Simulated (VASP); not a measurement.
Wanted: the native input for a VASP 6.6.1 run.

```
Task                   : single point
Functional             : PBEsol
Potentials or basis    : VASP PAW PBE potentials, release 64 (Mo_sv)
Cutoff                 : 520 eV
k mesh                 : 36 × 36 × 36
Occupations            : methfessel-paxton, width 0.1 eV
Spin                   : no spin polarisation
Dipole correction      : no
Further INCAR settings : ALGO = Normal; EDIFF = 1e-06; NBANDS = 13
```

The structure of Mo lies in POSCAR:

```
Mo
1.0
   -1.5647277120      1.5647277120      1.5647277120
    1.5647277120     -1.5647277120      1.5647277120
    1.5647277120      1.5647277120     -1.5647277120
Mo
1
Direct
    0.0000000000      0.0000000000      0.0000000000
```

These files were run (other wordings do the same):

INCAR

```
PREC = Accurate ; ENCUT = 520
EDIFF = 1E-6 ; ISMEAR = 1
SIGMA = 0.1 ; LREAL = F
LASPH = T ; NELM = 100
ALGO = Normal ; ISIF = 2
LWAVE = F ; LCHARG = T
GGA = PS ; LELF = T
LVHAR = T ; NBANDS = 13
```

KPOINTS

```
Automatic mesh
0
Gamma
  36 36 36
```

Potentials or basis: VASP PAW PBE potentials, release 64 (Mo_sv).

Run with:

```bash
$ cat potpaw_PBE.64/Mo_sv/POTCAR > POTCAR
$ mpirun -np 1 vasp_std > vasp.out
```

Results of the run:

The pressure is 0.6 GPa. The band gap on the k mesh is zero (band 7 reaches 16.91 eV, above the bottom of band 8 at 11.38 eV).

Caveat: the PAW data sets were made with another functional, which shifts forces and pressure a little.

Run time: 3.3 min on 1 thread of Intel Xeon 8259CL, on a shared host, peak memory 0.32 GiB.
